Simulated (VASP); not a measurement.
# Rh (P6_3/mmc) in VASP: further runs

Runs on Rh. Level: PBEsol. Tasks: single point, relaxation of cell and atoms.

Program: VASP 6.6.1. These are calculated values, not measurements. Logs are shortened: lines on timing, memory, paths and dates and some standing lists are left out, and cuts for length are marked.

**1. The cell of the first run**

It takes space group P6_3/mmc (No. 194, hexagonal). The conventional cell has a = 2.648 Å, b = 2.648 Å, c = 4.589 Å, α = 90.00°, β = 90.00°, γ = 120.00°. Within 3.5 Å of Rh (site symmetry -6m2) lie 12 Rh at 2.65 to 2.76 Å.

This isn't the form of Rh at room conditions, which is fcc.

**2. Single point, PBEsol (uniaxial strain along c: +6.0 %)**

The input, INCAR:

```
SYSTEM = Rh
PREC = Accurate
ENCUT = 520
EDIFF = 1E-6
ISMEAR = 0
SIGMA = 0.1
LREAL = .FALSE.
LASPH = .TRUE.
NELM = 80
ALGO = Fast
ISIF = 2
LWAVE = .FALSE.
LCHARG = .TRUE.
GGA = PS
LELF = .TRUE.
LVHAR = .TRUE.
NBANDS = 22
```

The input, KPOINTS:

```
Automatic mesh
0
G
  24 24 12
  0 0 0
```

The input, POSCAR:

```
Rh
1.0
    2.6484050437      0.0000000000      0.0000000000
   -1.3242025219      2.2935860474      0.0000000000
    0.0000000000      0.0000000000      4.5887614583
Rh
2
Direct
    0.6666666675      0.3333333325      0.7500000000
    0.3333333325      0.6666666675      0.2500000000
```

Potentials or basis: VASP PAW PBE potentials, release 64 (Rh_pv).

Started as:

```bash
cat potpaw_PBE.64/Rh_pv/POTCAR > POTCAR
mpirun -np 1 vasp_std > vasp.out
```

OUTCAR:

```text
SYSTEM = Rh
   PREC = Accurate
   ENCUT = 520
   EDIFF = 1E-6
   ISMEAR = 0
   LREAL = .FALSE.
   LASPH = .TRUE.
   NELM = 80
   ISIF = 2
   GGA = PS

 ion  position               nearest neighbor table
   1  0.667  0.333  0.750-   2 2.76   2 2.76   2 2.76   2 2.76   2 2.76   2 2.76
   2  0.333  0.667  0.250-   1 2.76   1 2.76   1 2.76   1 2.76   1 2.76   1 2.76

  LATTYP: Found a hexagonal cell.
 ALAT       =     2.6484050437
 C/A-ratio  =     1.7326509286

  Lattice vectors:

 A1 = (   2.6484050437,   0.0000000000,   0.0000000000)
 A2 = (  -1.3242025219,   2.2935860474,   0.0000000000)
 A3 = (   0.0000000000,   0.0000000000,   4.5887614583)

Analysis of symmetry for initial positions (statically):
=====================================================================
 Subroutine PRICEL returns:
 Original cell was already a primitive cell.

 Routine SETGRP: Setting up the symmetry group for a
 hexagonal supercell.

 Subroutine GETGRP returns: Found 24 space group operations
 (whereof 12 operations were pure point group operations)
 out of a pool of 24 trial point group operations.

The static configuration has the point symmetry D_3d.
 The point group associated with its full space group is D_6h.

Analysis of symmetry for dynamics (positions and initial velocities):
=====================================================================
 Subroutine PRICEL returns:
 Original cell was already a primitive cell.

 Routine SETGRP: Setting up the symmetry group for a
 hexagonal supercell.

 Subroutine GETGRP returns: Found 24 space group operations
 (whereof 12 operations were pure point group operations)
 out of a pool of 24 trial point group operations.

The dynamic configuration has the point symmetry D_3d.
 The point group associated with its full space group is D_6h.

 Subroutine INISYM returns: Found 24 space group operations
 (whereof 12 operations are pure point group operations),
 and found     1 'primitive' translations

----------------------------------------------------------------------------------------

                                     Primitive cell

  volume of cell :      27.8737

  direct lattice vectors                    reciprocal lattice vectors
     2.648405044  0.000000000  0.000000000     0.377585748  0.217999233  0.000000000
    -1.324202522  2.293586047  0.000000000     0.000000000  0.435998467  0.000000000
     0.000000000  0.000000000  4.588761458     0.000000000  0.000000000  0.217923727

  length of vectors
     2.648405044  2.648405044  4.588761458     0.435998467  0.435998467  0.217923727

  position of ions in fractional coordinates (direct lattice)
     0.666666668  0.333333332  0.750000000
     0.333333332  0.666666668  0.250000000

  ion indices of the primitive-cell ions
   primitive index   ion index
                 1           1
                 2           2

----------------------------------------------------------------------------------------

 KPOINTS: Automatic mesh

Automatic generation of k-mesh.
 Grid dimensions read from file:
 generate k-points for:   24   24   12

 Generating k-lattice:

  Cartesian coordinates                     Fractional coordinates (reciprocal lattice)
     0.015732740  0.009083301  0.000000000     0.041666667  0.000000000  0.000000000
     0.000000000  0.018166603  0.000000000     0.000000000  0.041666667  0.000000000
     0.000000000  0.000000000  0.018160311     0.000000000  0.000000000  0.083333333

  Length of vectors
     0.018166603  0.018166603  0.018160311

  Shift w.r.t. Gamma in fractional coordinates (k-lattice)
     0.000000000  0.000000000  0.000000000

 Subroutine IBZKPT returns following result:
 ===========================================

 Found    427 irreducible k-points:

 Following reciprocal coordinates:
            Coordinates               Weight
  0.000000  0.000000  0.000000      1.000000
  0.041667  0.000000  0.000000      6.000000
  0.083333 -0.000000  0.000000      6.000000
  0.125000 -0.000000  0.000000      6.000000
  0.166667  0.000000  0.000000      6.000000
  0.208333 -0.000000  0.000000      6.000000
[... 16 lines left out ...]
  0.416667  0.041667  0.000000     12.000000
  0.458333  0.041667  0.000000     12.000000
 [... further k-points ...]
   k-points           NKPTS =    427   k-points in BZ     NKDIM =    427   number of bands    NBANDS=     22
   number of dos      NEDOS =    301   number of ions     NIONS =      2
   total plane-waves  NPLWV =  14400
   dimension x,y,z NGX =    20 NGY =   20 NGZ =   36
   dimension x,y,z NGXF=    40 NGYF=   40 NGZF=   72
   ions per type =               2
   NGX,Y,Z   is equivalent  to a cutoff of  12.55, 12.55, 13.04 a.u.
   NGXF,Y,Z  is equivalent  to a cutoff of  25.11, 25.11, 26.08 a.u.
 SYSTEM =  Rh
   PREC   = accura    normal or accurate (medium, high low for compatibility)
   ISTART =      0    job   : 0-new  1-cont  2-samecut
   ICHARG =      2    charge: 1-file 2-atom 10-const
   ISPIN  =      1    spin polarized calculation?
   LNONCOLLINEAR =      F non collinear calculations
   LSORBIT =      F    spin-orbit coupling
   LASPH  =      T    aspherical Exc in radial PAW
   ENCUT  =  520.0 eV  38.22 Ry    6.18 a.u.   4.92  4.92  8.53*2*pi/ulx,y,z
   NELM   =     80;   NELMIN=  2; NELMDL= -5     # of ELM steps
   EDIFF  = 0.1E-05   stopping-criterion for ELM
   LREAL  =      F    real-space projection
   EDIFFG = 0.1E-04   stopping-criterion for IOM
   NSW    =      0    number of steps for IOM
   IBRION =     -1    ionic relax: 0-MD 1-quasi-New 2-CG
   NFREE  =      0    steps in history (QN), initial steepest desc. (CG)
   ISIF   =      2    stress and relaxation
   ISYM   =      2    0-nonsym 1-usesym 2-fastsym
   POTIM  = 0.5000    time-step for ionic-motion
   TEBEG  =    0.0;   TEEND  =   0.0 temperature during run
   PSTRESS=    0.0 pullay stress
   NELECT =      30.0000    total number of electrons
   NUPDOWN=      -1.0000    fix difference up-down
   EMIN   =  10.00;   EMAX   =-10.00  energy-range for DOS
   EFERMI =   0.00;   METHOD = LEGACY
   ISMEAR =     0;   SIGMA  =   0.10  broadening in eV -4-tet -1-fermi 0-gaus
   EFERMI_NEDOS =   21; number of points for ismear=-14 and -15
   IALGO  =     68    algorithm
   IMIX   =      4    mixing-type and parameters
     AMIX     =   0.40;   BMIX     =  1.00
     AMIX_MAG =   1.60;   BMIX_MAG =  1.00
  volume/ion in A,a.u.               =      13.94        94.05
  Fermi-wavevector in a.u.,A,eV,Ry     =   1.677710  3.170413 38.296474  2.814711
  Thomas-Fermi vector in A             =   2.761928
   LORBIT       =      0    0 simple, 1 ext, 2 COOP (PROOUT), +10 PAW based schemes
   GGA     = PS    functional components
   LHFCALC =     F    Hartree Fock is set to
   AEXX    =    0.0000 exact exchange contribution
   IVDW    =     0    specifies the selected vdW correction
   LEPSILON=     F    determine dielectric tensor
   LRPA    =     F    only Hartree local field effects (RPA)
 non-spin polarized calculation
 RMM-DIIS sequential band-by-band and
 Gauss-broadening in eV      SIGMA  =   0.10
  energy-cutoff  :      520.00
  volume of cell :       27.87
 maximum number of plane-waves:       777
 NGX is ok and might be reduce to    20
   NGX =  9   NGY =  9   NGZ = 17

 number of electron      30.0000000 magnetization

 Free energy of the ion-electron system (eV)
  ---------------------------------------------------
  ext. energy  EPLUGINS =         0.00000000
  ---------------------------------------------------
  free energy    TOTEN  =       -16.10810948 eV

  energy without entropy =      -16.09214267  energy(sigma->0) =      -16.10012608

 E-fermi :  11.5409     XC(G=0): -14.1253

 val. band max:       11.5396200125   @ k =   0.2917   0.2083   0.0000
 cond. band min:      11.5414488312   @ k =   0.1667   0.0833   0.3333
 fundamental gap:      0.0018288187
 Fermi energy:        11.5409306413

 k-point     1 :       0.0000    0.0000    0.0000
  band No.  band energies     occupation
      1     -35.3930      2.00000
      2     -34.8426      2.00000
      3     -34.8426      2.00000
      4     -34.7944      2.00000
      5     -34.7740      2.00000
      6     -34.7740      2.00000
[... 14 lines left out ...]
     21      28.6211      0.00000
     22      30.1668      0.00000

 k-point     2 :       0.0417    0.0000    0.0000
  band No.  band energies     occupation
      1     -35.3892      2.00000
      2     -34.8539      2.00000
      3     -34.8459      2.00000
      4     -34.7952      2.00000
      5     -34.7855      2.00000
      6     -34.7761      2.00000
[... 14 lines left out ...]
     21      28.7151      0.00000
     22      30.2491      0.00000

 k-point     3 :       0.0833   -0.0000    0.0000
  band No.  band energies     occupation
      1     -35.3779      2.00000
      2     -34.8871      2.00000
      3     -34.8554      2.00000
      4     -34.8193      2.00000
      5     -34.7976      2.00000
      6     -34.7824      2.00000
[... 14 lines left out ...]
     21      28.9847      0.00000
     22      30.4410      0.00000

 k-point     4 :       0.1250   -0.0000    0.0000
  band No.  band energies     occupation
      1     -35.3596      2.00000
      2     -34.9397      2.00000
      3     -34.8726      2.00000
      4     -34.8704      2.00000
      5     -34.8017      2.00000
      6     -34.7925      2.00000
[... 14 lines left out ...]
     21      29.3837      0.00000
     22      30.5438      0.00000

 k-point     5 :       0.1667    0.0000    0.0000
  band No.  band energies     occupation
      1     -35.3350      2.00000
      2     -35.0083      2.00000
      3     -34.9413      2.00000
      4     -34.8896      2.00000
      5     -34.8078      2.00000
      6     -34.8058      2.00000
[... 417 lines left out ...]
 k-point    22 :       0.3750    0.0417    0.0000
  band No.  band energies     occupation
      1     -35.4304      2.00000
      2     -35.3515      2.00000
      3     -35.1440      2.00000
      4     -35.0113      2.00000
      5     -34.8989      2.00000
      6     -34.8819      2.00000
[... 14 lines left out ...]
     21      25.9793      0.00000
     22      26.3434      0.00000

 k-point    23 :       0.4167    0.0417    0.0000
  band No.  band energies     occupation
      1     -35.4722      2.00000
      2     -35.3906      2.00000
      3     -35.1166      2.00000
      4     -35.0232      2.00000
      5     -34.9080      2.00000
      6     -34.8976      2.00000
[... 14 lines left out ...]
     21      25.4433      0.00000
     22      25.8301      0.00000

 k-point    24 :       0.4583    0.0417    0.0000
  band No.  band energies     occupation
      1     -35.4938      2.00000
      2     -35.4108      2.00000
      3     -35.1006      2.00000
      4     -35.0293      2.00000
      5     -34.9127      2.00000
      6     -34.9076      2.00000
[... 14 lines left out ...]
     21      25.0940      0.00000
     22      25.5083      0.00000

 [... further k-points ...]

------------------------ aborting loop because EDIFF is reached ----------------------------------------

  FORCE on cell =-STRESS in cart. coord.  units (eV):
  Direction    XX          YY          ZZ          XY          YZ          ZX
  --------------------------------------------------------------------------------------
  -------------------------------------------------------------------------------------
  Total       -0.0443914     -0.0443914     -3.3205612      0.0000000      0.0000000      0.0000000
  in kB       -2.5516136     -2.5516136   -190.8653722      0.0000000      0.0000000      0.0000000
  external PRESSURE =     -65.3228664 kB  Pullay stress =       0.0000000 kB

 VOLUME and BASIS-vectors are now :
 -----------------------------------------------------------------------------
  energy-cutoff  :      520.00
  volume of cell :       27.87
      direct lattice vectors                 reciprocal lattice vectors
     2.648405044  0.000000000  0.000000000     0.377585748  0.217999233  0.000000000
    -1.324202522  2.293586047  0.000000000     0.000000000  0.435998467  0.000000000
     0.000000000  0.000000000  4.588761458     0.000000000  0.000000000  0.217923727

 POSITION                                       TOTAL-FORCE (eV/Angst)
 -----------------------------------------------------------------------------------
      1.32420      0.76453      3.44157        -0.000000     -0.000000      0.000000
     -0.00000      1.52906      1.14719         0.000000      0.000000      0.000000
 -----------------------------------------------------------------------------------
    total drift:                                0.000000     -0.000000      0.000001

  FREE ENERGIE OF THE ION-ELECTRON SYSTEM (eV)
  ---------------------------------------------------
  free  energy   TOTEN  =       -16.1081094779 eV

  energy  without entropy=      -16.0921426730  energy(sigma->0) =      -16.10012608
```

It took 3.3 min on 1 thread of Intel Xeon Platinum 8259CL at 2.50GHz (Skylake/Cascade Lake), shared host; peak memory 0.31 GiB.

What came out:

| Property | Result |
| --- | --- |
| Free energy | -16.1081 eV |
| Pressure | -6.5 GPa |
| Band gap on the k mesh | zero (bands 15 and 16 overlap by 2.62 eV) |

Levels at points of the mesh, in eV from the Fermi level:
| k point | band 11 | band 12 | band 13 | band 14 | band 15 | band 16 | band 17 | band 18 | band 19 | band 20 |
| --- | --- | --- | --- | --- | --- | --- | --- | --- | --- | --- |
| (0.00, 0.00, 0.00) | -2.94 | -2.54 | -2.54 | -1.36 | -1.36 | 0.07 | 0.23 | 0.23 | 7.51 | 16.30 |
| (0.50, 0.00, 0.00) | -2.72 | -2.37 | -1.86 | 0.47 | 0.80 | 1.00 | 3.16 | 5.28 | 10.13 | 10.18 |
| (0.00, 0.00, 0.50) | -2.93 | -2.93 | -2.93 | -2.93 | -0.32 | -0.32 | -0.32 | -0.32 | 13.77 | 13.77 |
| (0.50, 0.00, 0.50) | -1.36 | -1.36 | -0.25 | -0.25 | 0.92 | 0.92 | 2.71 | 2.71 | 9.42 | 9.42 |

Caveat: the cell differs from its parent crystal (uniaxial strain along c: +6.0 %); the cell stands under tension; the PAW data sets were made with another functional, which shifts forces and pressure a little.

(Continued in part 2 of 2.)
